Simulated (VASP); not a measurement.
Set up this calculation in VASP 6.6.1, as the native input.

```
Task                   : single point
Functional             : PBE
Potentials or basis    : VASP PAW PBE potentials, release 64 (Na_pv, Ru_pv, S)
Cutoff                 : 520 eV
k mesh                 : 8 × 8 × 8
Occupations            : gaussian, width 0.1 eV
Spin                   : no spin polarisation
Dipole correction      : no
Further INCAR settings : ALGO = Normal; EDIFF = 1e-06; NBANDS = 28
```

The structure of NaRuS3 lies in POSCAR:

```
NaRuS3
1.0
    4.2943082758      0.0000000000      0.0000000000
    0.0000000000      4.2943082758      0.0000000000
    0.0000000000      0.0000000000      6.0816374875
Na Ru S
1 1 3
Direct
    0.0000000000      0.0000000000      0.0484727659
    0.5000000000      0.5000000000      0.5778081790
    0.5000000000      0.5000000000      0.9386011187
    0.0000000000      0.5000000000      0.4475589681
    0.5000000000      0.0000000000      0.4475589681
```

The input as run:

INCAR

```
PREC     = Accurate       # precision mode
ENCUT    = 520            # plane-wave cutoff, eV
EDIFF    = 1E-6           # SCF threshold, eV
ISMEAR   = 0              # smearing method
SIGMA    = 0.1            # smearing width, eV
LREAL    = False          # projectors in reciprocal space
LASPH    = True           # aspherical terms in the spheres
NELM     = 60             # most SCF steps
ALGO     = Normal         # electronic algorithm
ISIF     = 2              # what is computed and relaxed
LWAVE    = False          # write WAVECAR
LCHARG   = False          # write CHGCAR
GGA      = PE             # functional
NBANDS   = 28             # bands
```

KPOINTS

```
Automatic mesh
0
Gamma
  8 8 8
```

Potentials or basis: VASP PAW PBE potentials, release 64 (Na_pv, Ru_pv, S).

Launch:

```bash
$ cat potpaw_PBE.64/Na_pv/POTCAR potpaw_PBE.64/Ru_pv/POTCAR potpaw_PBE.64/S/POTCAR > POTCAR
$ mpirun -np 1 vasp_std > vasp.out
```

Results of the run:

- Pressure: -0.1 GPa
- Largest force: 0.034 eV/Å
- Band gap on the k mesh: zero (an odd number of electrons rules out a gap without spin polarisation)

Run time: 90 s on 1 thread of Intel(R) Xeon(R) 6975P-C (Granite Rapids), on a shared host, peak memory 0.35 GiB.
